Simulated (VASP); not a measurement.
A run of VASP 6.6.1:

INCAR

```
PREC = Accurate ; ENCUT = 520
EDIFF = 1E-6 ; ISMEAR = -1
SIGMA = 0.05 ; LREAL = Auto
LASPH = T ; NELM = 80
ALGO = Normal ; ISIF = 2
LWAVE = F ; LCHARG = T
LELF = T ; LVHAR = T
NBANDS = 86
```

KPOINTS

```
Automatic mesh
0
Gamma
  2 2 1
```

Contents of POSCAR:

```
WC
1.0
    5.6779000000      0.0000000000      0.0000000000
    0.0000000000      5.5768400000      0.0000000000
    0.0000000000      0.0000000000     15.0976710000
W C
8 8
Direct
    0.0000000000      0.0000000000      0.0662353816
    0.2519417390      0.0003765573      0.2290618202
    0.0000000000      0.4999964137      0.0662353816
    0.2528399584      0.5004446963      0.2300156097
    0.5000088061      0.0000000000      0.0662353816
    0.7512108350     -0.0064911312      0.2271476177
    0.5000088061      0.4999964137      0.0662353816
    0.7500308213      0.4796264551      0.2342546741
   -0.0007925465      0.2524727265      0.1646744057
    0.1566600328      0.2609542321      0.3191419392
    0.0100741471      0.7402579238      0.1697944007
    0.2584406207      0.7471076811      0.3207779531
    0.5025801793      0.2537996428      0.1672774562
    0.7891297839      0.2258447436      0.3274809737
    0.5071241128      0.7434676268      0.1617666725
    0.7289490833      0.7695038767      0.3221953903
```

Potentials or basis: VASP PAW LDA potentials, release 64 (W_sv, C).

Run with:

```bash
$ cat potpaw_LDA.64/W_sv/POTCAR potpaw_LDA.64/C/POTCAR > POTCAR
$ mpirun -np 1 vasp_std > vasp.out
```

Hardware: 1 thread of Intel(R) Xeon(R) 6975P-C (Granite Rapids) (shared host).

How long does it take, and how much memory?

Run time: 3.5 min on 1 thread of Intel(R) Xeon(R) 6975P-C (Granite Rapids), on a shared host, peak memory 0.42 GiB. Counts: scf iterations 29, k points 4.
